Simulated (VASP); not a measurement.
# Pb (Im-3m) in VASP: settings compared, part 2 of 2

VASP 6.6.1. The steps go on from the part before.

**4. Relaxation of cell and atoms, PBEsol+D3(BJ)**

Input file INCAR:

```
SYSTEM = Pb
PREC     = Accurate       ! precision mode
ENCUT    = 600            ! plane-wave cutoff, eV
EDIFF    = 1E-6           ! SCF threshold, eV
ISMEAR   = -1             ! smearing method
SIGMA    = 0.05           ! smearing width, eV
LREAL    = .False.        ! projectors in reciprocal space
LASPH    = .True.         ! aspherical terms in the spheres
NELM     = 100            ! most SCF steps
ALGO     = Fast           ! electronic algorithm
ISIF     = 3              ! what is computed and relaxed
LWAVE    = .False.        ! write WAVECAR
LCHARG   = .False.        ! write CHGCAR
GGA      = PS             ! functional
IVDW     = 12             ! dispersion correction
IBRION   = 2              ! ionic algorithm
NSW      = 60             ! ionic steps
EDIFFG   = -0.01          ! ionic threshold
```

Input file KPOINTS:

```
Automatic mesh
0
Gamma
  9 9 9
  0 0 0
```

Input file POSCAR:

```
Pb
1.0
   -1.9796595667      1.9796595667      1.9796595667
    1.9796595667     -1.9796595667      1.9796595667
    1.9796595667      1.9796595667     -1.9796595667
Pb
1
Direct
    0.0000000000      0.0000000000      0.0000000000
```

Potentials or basis: VASP PAW PBE potentials, release 64 (Pb_d).

Run with:

```
$ cat potpaw_PBE.64/Pb_d/POTCAR > POTCAR
$ mpirun -np 1 vasp_std > vasp.out
```

OUTCAR:

```text
SYSTEM = Pb
   PREC = Accurate
   ENCUT = 600
   EDIFF = 1E-6
   ISMEAR = -1
   LREAL = .False.
   LASPH = .True.
   NELM = 100
   ISIF = 3
   GGA = PS
   IVDW = 12
   IBRION = 2
   NSW = 60
   EDIFFG = -0.01
 IVDW          = 12

 ion  position               nearest neighbor table
   1  0.000  0.000  0.000-

  LATTYP: Found a body centered cubic cell.
 ALAT       =     3.9593191334

  Lattice vectors:

 A1 = (  -1.9796595667,   1.9796595667,   1.9796595667)
 A2 = (   1.9796595667,  -1.9796595667,   1.9796595667)
 A3 = (   1.9796595667,   1.9796595667,  -1.9796595667)

Analysis of symmetry for initial positions (statically):
=====================================================================
 Subroutine PRICEL returns:
 Original cell was already a primitive cell.

 Routine SETGRP: Setting up the symmetry group for a
 body centered cubic supercell.

 Subroutine GETGRP returns: Found 48 space group operations
 (whereof 48 operations were pure point group operations)
 out of a pool of 48 trial point group operations.

The static configuration has the point symmetry O_h .

Analysis of symmetry for dynamics (positions and initial velocities):
=====================================================================
 Subroutine PRICEL returns:
 Original cell was already a primitive cell.

 Routine SETGRP: Setting up the symmetry group for a
[... 149 lines left out ...]
  ext. energy  EPLUGINS =         0.00000000
  ---------------------------------------------------
  free energy    TOTEN  =        -3.93962563 eV

  energy without entropy =       -3.93410802  energy(sigma->0) =       -3.93686682

------------------------ aborting loop because EDIFF is reached ----------------------------------------

 Edisp (eV)   -0.43061

 E8    (eV) :    -0.3146
[... 69 lines left out ...]
--------------------------------------- Ionic step        3  -------------------------------------------

 number of electron      13.9999998 magnetization

 Free energy of the ion-electron system (eV)
  ---------------------------------------------------
  ext. energy  EPLUGINS =         0.00000000
  ---------------------------------------------------
  free energy    TOTEN  =        -3.93540410 eV

  energy without entropy =       -3.93144248  energy(sigma->0) =       -3.93342329

 E-fermi :   8.0054     XC(G=0): -10.7129

 val. band max:        7.8367163378   @ k =   0.3333   0.2222   0.0000
 cond. band min:       8.0109397312   @ k =  -0.3333   0.3333   0.3333
 fundamental gap:      0.1742233934
 Fermi energy:         8.0054375231

 k-point     1 :       0.0000    0.0000    0.0000
  band No.  band energies     occupation
      1      -9.1634      2.00000
      2      -9.1634      2.00000
      3      -9.1634      2.00000
      4      -8.8647      2.00000
      5      -8.8647      2.00000
      6      -4.3400      2.00000
      7      16.3022      0.00000
      8      16.3022      0.00000
      9      16.3022      0.00000
     10      19.1820      0.00000
     11      19.1823      0.00000
[... 309 lines left out ...]
 k-point    24 :      -0.4444   -0.4444    0.1111
  band No.  band energies     occupation
      1      -9.1678      2.00000
      2      -9.1037      2.00000
      3      -8.9704      2.00000
      4      -8.8904      2.00000
      5      -8.7129      2.00000
      6       0.5646      2.00000
      7       4.3868      2.00000
      8       8.6697      0.00000
      9      12.9044      0.00000
     10      17.2513      0.00000
     11      18.7321      0.00000

 [... further k-points ...]

------------------------ aborting loop because EDIFF is reached ----------------------------------------

 Edisp (eV)   -0.47723

 E8    (eV) :    -0.3489
[... 24 lines left out ...]
  FREE ENERGIE OF THE ION-ELECTRON SYSTEM (eV)
  ---------------------------------------------------
  free  energy   TOTEN  =        -4.4126317450 eV

  energy  without entropy=       -4.4086701220  energy(sigma->0) =       -4.41065093

 reached required accuracy - stopping structural energy minimisation
```

OSZICAR:

```text
N       E                     dE             d eps       ncg     rms          rms(c)
DAV:   1     0.108779997804E+03    0.10878E+03   -0.79602E+03   770   0.167E+03
DAV:   2     0.977954468147E+00   -0.10780E+03   -0.10563E+03   779   0.344E+02
DAV:   3    -0.384291442120E+01   -0.48209E+01   -0.47709E+01   945   0.836E+01
[... 37 lines left out ...]
RMM:  11    -0.393543651068E+01    0.25702E-04   -0.18521E-05   751   0.868E-02    0.477E-02
RMM:  12    -0.393541572855E+01    0.20782E-04   -0.23636E-05   757   0.922E-02    0.290E-02
RMM:  13    -0.393540645208E+01    0.92765E-05   -0.17109E-05   743   0.745E-02    0.130E-02
RMM:  14    -0.393540438830E+01    0.20638E-05   -0.49527E-06   683   0.391E-02    0.547E-03
RMM:  15    -0.393540410300E+01    0.28530E-06   -0.12337E-06   462   0.176E-02
   3 F= -.44126317E+01 E0= -.44106509E+01  d E =-.424008E-01
```

It took 68 s on 1 thread of Intel Xeon 8259CL, shared host; peak memory 0.17 GiB.

What came out:

```yaml
Free_energy: -4.4126 eV
Relaxed_volume: 28.13 Å³/atom
Relaxed_cell: a = 3.319 Å, b = 3.319 Å, c = 3.319 Å, α = 109.47°, β = 109.47°, γ = 109.47°
Space_group_after_relaxing_to_0.1_Å: Im-3m (No. 229)
Energy_gained_by_relaxing: 42.4 meV/atom
Ionic_steps: 3
Pressure_after_relaxing: 0.0 GPa
Band_gap_on_the_k_mesh: zero (bands 7 and 8 overlap by 10.62 eV)
Dispersion_energy_per_atom: -0.477 eV
```

The path:
```csv
step,energy change (eV),largest force (eV/Å),pressure (GPa),volume (Å³)
1,0.0000,0.0000,-4.23,31.03
2,-0.0397,0.0000,1.36,27.50
3,-0.0424,0.0000,0.00,28.13
```

Final structure:
```cif
data_structure
_symmetry_space_group_name_H-M 'P 1'
_symmetry_Int_Tables_number 1
_cell_length_a 3.3185
_cell_length_b 3.3185
_cell_length_c 3.3185
_cell_angle_alpha 109.471
_cell_angle_beta 109.471
_cell_angle_gamma 109.471
_cell_volume 28.13
loop_
_atom_site_label
_atom_site_type_symbol
_atom_site_fract_x
_atom_site_fract_y
_atom_site_fract_z
_atom_site_occupancy
Pb1 Pb 0.00000 0.00000 0.00000 1
```

Levels at points of the mesh, in eV from the Fermi level:
```
           k point  band 4  band 5  band 6  band 7  band 8  band 9  band 10  band 11
(0.00, 0.00, 0.00)  -16.87  -16.87  -12.35    8.30    8.30    8.30    11.18    11.18
```

Caveat: the PAW data sets were made with another functional, which shifts forces and pressure a little; spin-orbit coupling is left out, which moves the levels of the heavy elements.

**5. Single point, r2SCAN, non-collinear spin, zero start, spin-orbit coupling**

POSCAR is that of step 4.

Input file INCAR.step1:

```
ALGO = Normal
EDIFF = 1E-4
ENCUT = 520
GGA = PE
GGA_COMPAT = F
ISMEAR = -1
LASPH = T
LCHARG = F
LREAL = F
LSORBIT = T
LWAVE = T
MAGMOM = 0 0 0
NBANDS = 25
NELM = 150
PREC = Accurate
SIGMA = 0.05
```

Input file INCAR.step2:

```
ALGO = Normal
EDIFF = 1E-6
ENCUT = 520
GGA_COMPAT = F
ISIF = 2
ISMEAR = -1
ISTART = 1
LASPH = T
LCHARG = F
LMIXTAU = T
LORBIT = 11
LORBMOM = T
LREAL = F
LSORBIT = T
LWAVE = F
MAGMOM = 0 0 0
METAGGA = R2SCAN
NBANDS = 25
NELM = 150
PREC = Accurate
SIGMA = 0.05
```

Input file KPOINTS:

```
k-points
0
Gamma
  7 7 7
```

Run with:

```
$ cat potpaw_PBE.64/Pb_d/POTCAR > POTCAR
$ cp INCAR.step1 INCAR
$ mpirun -np 1 vasp_ncl > vasp.out
$ cp INCAR.step2 INCAR
$ mpirun -np 1 vasp_ncl > vasp.out
```

It took 4.5 min on 1 thread of Intel Xeon 8259CL, shared host; peak memory 0.29 GiB.

Results (log left out):

| Item | Value |
| --- | --- |
| Free energy | -56.7941 eV |
| Pressure | 0.0 GPa |
| Net moment | 0.00 μB per cell |
| Valence electrons inside the program's atomic spheres | Pb 11.95 |

Moments on the atoms (μB; x, y, z):
```
Pb  0.00 0.00 0.00
```

Caveat: the PAW data sets were made with another functional, which shifts forces and pressure a little.

**6. Overview**

```tsv
task	level	spin	cell	k mesh	cutoff (eV)	gap on the mesh (eV)	pressure (GPa)	relaxed volume (Å³/atom)
relaxation of cell and atoms	RPBE+D4	off	relaxed	9 × 9 × 9	600	none	0.0	30.28
relaxation of cell and atoms	PBE+D4	off	relaxed	9 × 9 × 9	600	none	0.0	30.15
relaxation of cell and atoms	PBEsol+D3(BJ)	off	relaxed	9 × 9 × 9	600	none	0.0	28.13
single point	r2SCAN	non-collinear, zero start, SOC	as given	7 × 7 × 7	520	-	0.0	-
```

Alike in all rows: potentials or basis VASP PAW PBE potentials, release 64 (Pb_d); smearing fermi-dirac 0.05 eV.

Caveats: the PAW data sets were made with another functional, which shifts forces and pressure a little (at least some runs); spin-orbit coupling is left out, which moves the levels of the heavy elements (at least some runs).

Absolute energies hang on the potentials; compare differences alone.
